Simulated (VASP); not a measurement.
Wanted: the native input for a VASP 6.6.1 run.

* Task: single point
* Functional: PBE
* Potentials or basis: VASP PAW PBE potentials, release 64 (Be, Te)
* Cutoff: 520 eV
* k mesh: 6 × 6 × 4
* Occupations: gaussian, width 0.1 eV
* Spin: no spin polarisation
* Dipole correction: no
* Further INCAR settings: ALGO = Normal; EDIFF = 1e-06; NBANDS = 11

The structure of BeTe lies in POSCAR:

```
BeTe
1.0
    3.0578296200      0.0000000000      0.0000000000
    0.0000000000      3.0578296200      0.0000000000
    0.0000000000      0.0000000000      4.4937167300
Be Te
1 1
Direct
    0.0000000000      0.0000000000      0.4693774300
    0.5000000000      0.5000000000      0.2933928400
```

These files were run (other wordings do the same):

INCAR

```
PREC = Accurate
ENCUT = 520
EDIFF = 1E-6
ISMEAR = 0
SIGMA = 0.1
LREAL = F
LASPH = T
NELM = 100
ALGO = Normal
ISIF = 2
LWAVE = F
LCHARG = T
GGA = PE
LELF = T
LVHAR = T
NBANDS = 11
```

KPOINTS

```
regular mesh
0
Gamma
  6 6 4
```

Potentials or basis: VASP PAW PBE potentials, release 64 (Be, Te).

The run is started by

```bash
$ cat potpaw_PBE.64/Be/POTCAR potpaw_PBE.64/Te/POTCAR > POTCAR
$ mpirun -np 1 vasp_std > vasp.out
```

It gave:

* Pressure: 27.1 GPa
* Largest force: 0.805 eV/Å
* Band gap on the k mesh: zero (band 4 reaches 7.69 eV, above the bottom of band 5 at 5.57 eV)

Caveat: spin-orbit coupling is left out, which moves the levels of the heavy elements; this functional lacks dispersion, which binds the layers, so the pressure and a relaxed spacing across them are unreliable.

Wall time 15 s on 1 thread of AMD EPYC 7R43 64-Core Processor (Zen 3) (shared host), peak memory 0.13 GiB.
